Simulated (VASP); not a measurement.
# Rh (Fm-3m) in VASP: further runs

Runs on Rh. Level: LDA. Tasks: single point.

Program: VASP 6.6.1. These are calculated values, not measurements. Logs are shortened: lines on timing, memory, paths and dates and some standing lists are left out, and cuts for length are marked.

## (1) The cell of the first run

It takes space group Fm-3m (No. 225, cubic). Conventional cell: a = 3.754 Å, b = 3.754 Å, c = 3.754 Å, α = 90.00°, β = 90.00°, γ = 90.00°. Within 3.5 Å of Rh (site symmetry m-3m) lie 12 Rh at 2.65 Å.

## (2) Single point, LDA, collinear spin, ferromagnetic start (13.23 Å³/atom)

File INCAR:

```
SYSTEM = Rh
PREC = Accurate ; ENCUT = 520
EDIFF = 1E-6 ; ISMEAR = 0
SIGMA = 0.15 ; LREAL = .FALSE.
LASPH = .TRUE. ; NELM = 150
ALGO = Fast ; ISIF = 2
LWAVE = .FALSE. ; LCHARG = .FALSE.
ISPIN = 2 ; MAGMOM = 0.75
LORBIT = 11 ; NUPDOWN = 0.75
LMAXMIX = 4 ; GGA = CA
NBANDS = 18
```

File KPOINTS:

```
Automatic mesh
0
G
  22 22 22
  0 0 0
```

File POSCAR:

```
Rh
1.0
    0.0000000000      1.8770352617      1.8770352617
    1.8770352617      0.0000000000      1.8770352617
    1.8770352617      1.8770352617      0.0000000000
Rh
1
Direct
    0.0000000000      0.0000000000      0.0000000000
```

Potentials or basis: VASP PAW LDA potentials, release 64 (Rh_pv).

On the command line:

```
$ cat potpaw_LDA.64/Rh_pv/POTCAR > POTCAR
$ mpirun -np 1 vasp_std > vasp.out
```

OUTCAR:

```text
SYSTEM = Rh
   PREC = Accurate
   ENCUT = 520
   EDIFF = 1E-6
   ISMEAR = 0
   LREAL = .FALSE.
   LASPH = .TRUE.
   NELM = 150
   ISIF = 2
   ISPIN = 2
   LORBIT = 11
   NUPDOWN = 0.75
   GGA = CA

 ion  position               nearest neighbor table
   1  0.000  0.000  0.000-

  LATTYP: Found a face centered cubic cell.
 ALAT       =     3.7540705234

  Lattice vectors:

 A1 = (   0.0000000000,   1.8770352617,   1.8770352617)
 A2 = (   1.8770352617,   0.0000000000,   1.8770352617)
 A3 = (   1.8770352617,   1.8770352617,   0.0000000000)

Analysis of symmetry for initial positions (statically):
=====================================================================
 Subroutine PRICEL returns:
 Original cell was already a primitive cell.

 Routine SETGRP: Setting up the symmetry group for a
 face centered cubic supercell.

 Subroutine GETGRP returns: Found 48 space group operations
 (whereof 48 operations were pure point group operations)
 out of a pool of 48 trial point group operations.

The static configuration has the point symmetry O_h .

Analysis of symmetry for dynamics (positions and initial velocities):
=====================================================================
 Subroutine PRICEL returns:
 Original cell was already a primitive cell.

 Routine SETGRP: Setting up the symmetry group for a
 face centered cubic supercell.

 Subroutine GETGRP returns: Found 48 space group operations
 (whereof 48 operations were pure point group operations)
 out of a pool of 48 trial point group operations.

The dynamic configuration has the point symmetry O_h .

Analysis of structural, dynamic, and magnetic symmetry:
=====================================================================
 Subroutine PRICEL returns:
 Original cell was already a primitive cell.

 Routine SETGRP: Setting up the symmetry group for a
 face centered cubic supercell.

 Subroutine GETGRP returns: Found 48 space group operations
 (whereof 48 operations were pure point group operations)
 out of a pool of 48 trial point group operations.

The overall configuration has the point symmetry O_h .

 Subroutine INISYM returns: Found 48 space group operations
 (whereof 48 operations are pure point group operations),
 and found     1 'primitive' translations

----------------------------------------------------------------------------------------

                                     Primitive cell

  volume of cell :      13.2266

  direct lattice vectors                    reciprocal lattice vectors
     0.000000000  1.877035262  1.877035262    -0.266377521  0.266377521  0.266377521
     1.877035262  0.000000000  1.877035262     0.266377521 -0.266377521  0.266377521
     1.877035262  1.877035262  0.000000000     0.266377521  0.266377521 -0.266377521

  length of vectors
     2.654528724  2.654528724  2.654528724     0.461379401  0.461379401  0.461379401

  position of ions in fractional coordinates (direct lattice)
     0.000000000  0.000000000  0.000000000

  ion indices of the primitive-cell ions
   primitive index   ion index
                 1           1

----------------------------------------------------------------------------------------

 KPOINTS: Automatic mesh

Automatic generation of k-mesh.
 Grid dimensions read from file:
 generate k-points for:   22   22   22

 Generating k-lattice:

  Cartesian coordinates                     Fractional coordinates (reciprocal lattice)
    -0.012108069  0.012108069  0.012108069     0.045454545  0.000000000  0.000000000
     0.012108069 -0.012108069  0.012108069     0.000000000  0.045454545  0.000000000
     0.012108069  0.012108069 -0.012108069     0.000000000  0.000000000  0.045454545

  Length of vectors
     0.020971791  0.020971791  0.020971791

  Shift w.r.t. Gamma in fractional coordinates (k-lattice)
     0.000000000  0.000000000  0.000000000

 Subroutine IBZKPT returns following result:
 ===========================================

 Found    328 irreducible k-points:

 Following reciprocal coordinates:
            Coordinates               Weight
  0.000000  0.000000  0.000000      1.000000
  0.045455  0.000000  0.000000      8.000000
  0.090909  0.000000  0.000000      8.000000
  0.136364  0.000000  0.000000      8.000000
  0.181818  0.000000  0.000000      8.000000
  0.227273  0.000000  0.000000      8.000000
[... 16 lines left out ...]
  0.500000  0.045455  0.000000     24.000000
 -0.454545  0.045455  0.000000     24.000000
 [... further k-points ...]
   k-points           NKPTS =    328   k-points in BZ     NKDIM =    328   number of bands    NBANDS=     18
   number of dos      NEDOS =    301   number of ions     NIONS =      1
   total plane-waves  NPLWV =   8000
   dimension x,y,z NGX =    20 NGY =   20 NGZ =   20
   dimension x,y,z NGXF=    40 NGYF=   40 NGZF=   40
   ions per type =               1
   NGX,Y,Z   is equivalent  to a cutoff of  12.53, 12.53, 12.53 a.u.
   NGXF,Y,Z  is equivalent  to a cutoff of  25.05, 25.05, 25.05 a.u.
 SYSTEM =  Rh
   PREC   = accura    normal or accurate (medium, high low for compatibility)
   ISTART =      0    job   : 0-new  1-cont  2-samecut
   ICHARG =      2    charge: 1-file 2-atom 10-const
   ISPIN  =      2    spin polarized calculation?
   LNONCOLLINEAR =      F non collinear calculations
   LSORBIT =      F    spin-orbit coupling
   LASPH  =      T    aspherical Exc in radial PAW
   ENCUT  =  520.0 eV  38.22 Ry    6.18 a.u.   4.94  4.94  4.94*2*pi/ulx,y,z
   NELM   =    150;   NELMIN=  2; NELMDL= -5     # of ELM steps
   EDIFF  = 0.1E-05   stopping-criterion for ELM
   LREAL  =      F    real-space projection
   EDIFFG = 0.1E-04   stopping-criterion for IOM
   NSW    =      0    number of steps for IOM
   IBRION =     -1    ionic relax: 0-MD 1-quasi-New 2-CG
   NFREE  =      0    steps in history (QN), initial steepest desc. (CG)
   ISIF   =      2    stress and relaxation
   ISYM   =      2    0-nonsym 1-usesym 2-fastsym
   POTIM  = 0.5000    time-step for ionic-motion
   TEBEG  =    0.0;   TEEND  =   0.0 temperature during run
   PSTRESS=    0.0 pullay stress
   NELECT =      15.0000    total number of electrons
   NUPDOWN=       0.7500    fix difference up-down
   EMIN   =  10.00;   EMAX   =-10.00  energy-range for DOS
   EFERMI =   0.00;   METHOD = LEGACY
   ISMEAR =     0;   SIGMA  =   0.15  broadening in eV -4-tet -1-fermi 0-gaus
   EFERMI_NEDOS =   21; number of points for ismear=-14 and -15
   IALGO  =     68    algorithm
   IMIX   =      4    mixing-type and parameters
     AMIX     =   0.40;   BMIX     =  1.00
     AMIX_MAG =   1.60;   BMIX_MAG =  1.00
  volume/ion in A,a.u.               =      13.23        89.26
  Fermi-wavevector in a.u.,A,eV,Ry     =   1.707220  3.226178 39.655542  2.914600
  Thomas-Fermi vector in A             =   2.786112
   LORBIT       =     11    0 simple, 1 ext, 2 COOP (PROOUT), +10 PAW based schemes
   GGA     = CA    functional components
   LHFCALC =     F    Hartree Fock is set to
   AEXX    =    0.0000 exact exchange contribution
   IVDW    =     0    specifies the selected vdW correction
   LEPSILON=     F    determine dielectric tensor
   LRPA    =     F    only Hartree local field effects (RPA)
 spin polarized calculation
 RMM-DIIS sequential band-by-band and
 Gauss-broadening in eV      SIGMA  =   0.15
  energy-cutoff  :      520.00
  volume of cell :       13.23
 maximum number of plane-waves:       367
   NGX =  9   NGY =  9   NGZ =  9

 number of electron      15.0000002 magnetization       0.7500000

 Free energy of the ion-electron system (eV)
  ---------------------------------------------------
  ext. energy  EPLUGINS =         0.00000000
  ---------------------------------------------------
  free energy    TOTEN  =        -8.55583359 eV

  energy without entropy =       -8.53712889  energy(sigma->0) =       -8.54648124

 E-fermi :  12.0496     XC(G=0): -14.5943

 val. band max:       12.7189191029   @ k =   0.4091   0.1364   0.0000
 cond. band min:      12.0536288741   @ k =   0.4545   0.3182   0.1364
 fundamental gap:     -0.6652902288
 Fermi energy:        12.7254374992

 spin component 1

 k-point     1 :       0.0000    0.0000    0.0000
  band No.  band energies     occupation
      1     -34.0064      1.00000
      2     -34.0064      1.00000
      3     -34.0064      1.00000
      4       4.0376      1.00000
      5       8.9551      1.00000
      6       8.9551      1.00000
[... 10 lines left out ...]
     17      45.6823      0.00000
     18      45.6823      0.00000

 k-point     2 :       0.0455    0.0000    0.0000
  band No.  band energies     occupation
      1     -34.0243      1.00000
      2     -34.0088      1.00000
      3     -34.0088      1.00000
      4       4.1247      1.00000
      5       8.9153      1.00000
      6       8.9902      1.00000
[... 10 lines left out ...]
     17      45.3997      0.00000
     18      45.3997      0.00000
[... 442 lines left out ...]
 k-point    24 :      -0.4545    0.0455    0.0000
  band No.  band energies     occupation
      1     -34.8423      1.00000
      2     -34.1362      1.00000
      3     -34.1231      1.00000
      4       5.8697      1.00000
      5       8.8255      1.00000
      6       8.9301      1.00000
[... 10 lines left out ...]
     17      45.1887      0.00000
     18      51.6719      0.00000

 [... further k-points ...]

 spin component 2

 k-point     1 :       0.0000    0.0000    0.0000
  band No.  band energies     occupation
      1     -33.4683      1.00000
      2     -33.4683      1.00000
      3     -33.4683      1.00000
      4       4.2121      1.00000
      5       9.3989      1.00000
      6       9.3989      1.00000
[... 10 lines left out ...]
     17      45.9344      0.00000
     18      45.9344      0.00000

 k-point     2 :       0.0455    0.0000    0.0000
  band No.  band energies     occupation
      1     -33.4865      1.00000
      2     -33.4707      1.00000
      3     -33.4707      1.00000
      4       4.2994      1.00000
      5       9.3573      1.00000
      6       9.4343      1.00000
[... 10 lines left out ...]
     17      45.6526      0.00000
     18      45.6526      0.00000
[... 442 lines left out ...]
 k-point    24 :      -0.4545    0.0455    0.0000
  band No.  band energies     occupation
      1     -34.3155      1.00000
      2     -33.5995      1.00000
      3     -33.5862      1.00000
      4       6.2035      1.00000
      5       9.2732      1.00000
      6       9.3814      1.00000
[... 10 lines left out ...]
     17      45.3787      0.00000
     18      51.8931      0.00000

 [... further k-points ...]

------------------------ aborting loop because EDIFF is reached ----------------------------------------

  FORCE on cell =-STRESS in cart. coord.  units (eV):
  Direction    XX          YY          ZZ          XY          YZ          ZX
  --------------------------------------------------------------------------------------
  -------------------------------------------------------------------------------------
  Total        0.4613023      0.4613023      0.4613023     -0.0000000      0.0000000      0.0000000
  in kB       55.8790374     55.8790374     55.8790374     -0.0000000      0.0000000      0.0000000
  external PRESSURE =      55.8790374 kB  Pullay stress =       0.0000000 kB

 VOLUME and BASIS-vectors are now :
 -----------------------------------------------------------------------------
  energy-cutoff  :      520.00
  volume of cell :       13.23
      direct lattice vectors                 reciprocal lattice vectors
     0.000000000  1.877035262  1.877035262    -0.266377521  0.266377521  0.266377521
     1.877035262  0.000000000  1.877035262     0.266377521 -0.266377521  0.266377521
     1.877035262  1.877035262  0.000000000     0.266377521  0.266377521 -0.266377521

 POSITION                                       TOTAL-FORCE (eV/Angst)
 -----------------------------------------------------------------------------------
      0.00000      0.00000      0.00000        -0.000000     -0.000000     -0.000000
 -----------------------------------------------------------------------------------
    total drift:                                0.000000     -0.000000      0.000000

  FREE ENERGIE OF THE ION-ELECTRON SYSTEM (eV)
  ---------------------------------------------------
  free  energy   TOTEN  =        -8.5558335885 eV

  energy  without entropy=       -8.5371288874  energy(sigma->0) =       -8.54648124

 total charge

# of ion       s       p       d       tot
------------------------------------------
    1        0.433   6.328   7.105  13.865

 magnetization (x)

# of ion       s       p       d       tot
------------------------------------------
    1        0.002   0.008   0.721   0.731
```

Wall time 100 s (1 thread of Intel Xeon 6975P-C (Granite Rapids), shared host); peak memory 0.21 GiB.

Results:

- Free energy: -8.5558 eV
- Pressure: 5.6 GPa
- Net moment: 0.75 μB per cell
- Site moments: Rh +0.73 μB
- Valence electrons inside the program's atomic spheres: Rh 13.87

Caveat: the cell stands under pressure; the total moment is fixed, so each spin has its own Fermi level and the state may be an excited one.

## (3) Single point, LDA, collinear spin, ferromagnetic start (13.23 Å³/atom)

File INCAR:

```
SYSTEM = Rh
PREC = Accurate
ENCUT = 520
EDIFF = 1E-6
ISMEAR = 0
SIGMA = 0.15
LREAL = .FALSE.
LASPH = .TRUE.
NELM = 150
ALGO = Fast
ISIF = 2
LWAVE = .FALSE.
LCHARG = .FALSE.
ISPIN = 2
MAGMOM = 1
LORBIT = 11
NUPDOWN = 1.0
LMAXMIX = 4
NBANDS = 18
```

KPOINTS is that of step 2.

POSCAR is that of step 2.

Potentials or basis: VASP PAW LDA potentials, release 64 (Rh_pv).

On the command line:

```
$ cat potpaw_LDA.64/Rh_pv/POTCAR > POTCAR
$ mpirun -np 1 vasp_std > vasp.out
```

OUTCAR:

```text
SYSTEM = Rh
   PREC = Accurate
   ENCUT = 520
   EDIFF = 1E-6
   ISMEAR = 0
   LREAL = .FALSE.
   LASPH = .TRUE.
   NELM = 150
   ISIF = 2
   ISPIN = 2
   LORBIT = 11
   NUPDOWN = 1.0

 ion  position               nearest neighbor table
   1  0.000  0.000  0.000-

  LATTYP: Found a face centered cubic cell.
 ALAT       =     3.7540705234

  Lattice vectors:

 A1 = (   0.0000000000,   1.8770352617,   1.8770352617)
 A2 = (   1.8770352617,   0.0000000000,   1.8770352617)
 A3 = (   1.8770352617,   1.8770352617,   0.0000000000)

Analysis of symmetry for initial positions (statically):
=====================================================================
 Subroutine PRICEL returns:
 Original cell was already a primitive cell.

 Routine SETGRP: Setting up the symmetry group for a
 face centered cubic supercell.

 Subroutine GETGRP returns: Found 48 space group operations
 (whereof 48 operations were pure point group operations)
 out of a pool of 48 trial point group operations.

The static configuration has the point symmetry O_h .

Analysis of symmetry for dynamics (positions and initial velocities):
=====================================================================
[... 686 lines left out ...]
 spin component 2

 k-point     1 :       0.0000    0.0000    0.0000
  band No.  band energies     occupation
      1     -33.3465      1.00000
      2     -33.3465      1.00000
      3     -33.3465      1.00000
      4       4.2437      1.00000
      5       9.4957      1.00000
      6       9.4957      1.00000
[... 493 lines left out ...]
     17      45.4184      0.00000
     18      51.9379      0.00000

 [... further k-points ...]

------------------------ aborting loop because EDIFF is reached ----------------------------------------

  FORCE on cell =-STRESS in cart. coord.  units (eV):
  Direction    XX          YY          ZZ          XY          YZ          ZX
  --------------------------------------------------------------------------------------
  -------------------------------------------------------------------------------------
  Total        0.7327517      0.7327517      0.7327517      0.0000000      0.0000000     -0.0000000
  in kB       88.7605841     88.7605841     88.7605841      0.0000000      0.0000000     -0.0000000
  external PRESSURE =      88.7605841 kB  Pullay stress =       0.0000000 kB

 VOLUME and BASIS-vectors are now :
 -----------------------------------------------------------------------------
  energy-cutoff  :      520.00
  volume of cell :       13.23
      direct lattice vectors                 reciprocal lattice vectors
     0.000000000  1.877035262  1.877035262    -0.266377521  0.266377521  0.266377521
     1.877035262  0.000000000  1.877035262     0.266377521 -0.266377521  0.266377521
     1.877035262  1.877035262  0.000000000     0.266377521  0.266377521 -0.266377521

 POSITION                                       TOTAL-FORCE (eV/Angst)
 -----------------------------------------------------------------------------------
      0.00000      0.00000      0.00000         0.000000      0.000000      0.000000
 -----------------------------------------------------------------------------------
    total drift:                                0.000000     -0.000000      0.000000

  FREE ENERGIE OF THE ION-ELECTRON SYSTEM (eV)
  ---------------------------------------------------
  free  energy   TOTEN  =        -8.4600650886 eV

  energy  without entropy=       -8.4431873150  energy(sigma->0) =       -8.45162620

 total charge

# of ion       s       p       d       tot
------------------------------------------
    1        0.434   6.327   7.107  13.868

 magnetization (x)

# of ion       s       p       d       tot
------------------------------------------
    1        0.003   0.011   0.960   0.974
```

stdout:

```text
POSCAR found type information on POSCAR Rh
 POSCAR found :  1 types and       1 ions
 scaLAPACK will be used
 LDA part: xc-table for (Slater(with rela. corr.)+CA(PZ))
 , standard interpolation
 POSCAR, INCAR and KPOINTS ok, starting setup
 FFT: planning ... GRIDC
 FFT: planning ... GRID_SOFT
 FFT: planning ... GRID
 WAVECAR not read
 entering main loop
```

It took 96 s on 1 thread of Intel Xeon 6975P-C (Granite Rapids), shared host; peak memory 0.21 GiB.

Results:

```
Free energy                                           : -8.4601 eV
Pressure                                              : 8.9 GPa
Net moment                                            : 1.00 μB per cell
Site moments                                          : Rh +0.97 μB
Valence electrons inside the program's atomic spheres : Rh 13.87
```

Caveat: the cell stands under pressure; the total moment is fixed, so each spin has its own Fermi level and the state may be an excited one.
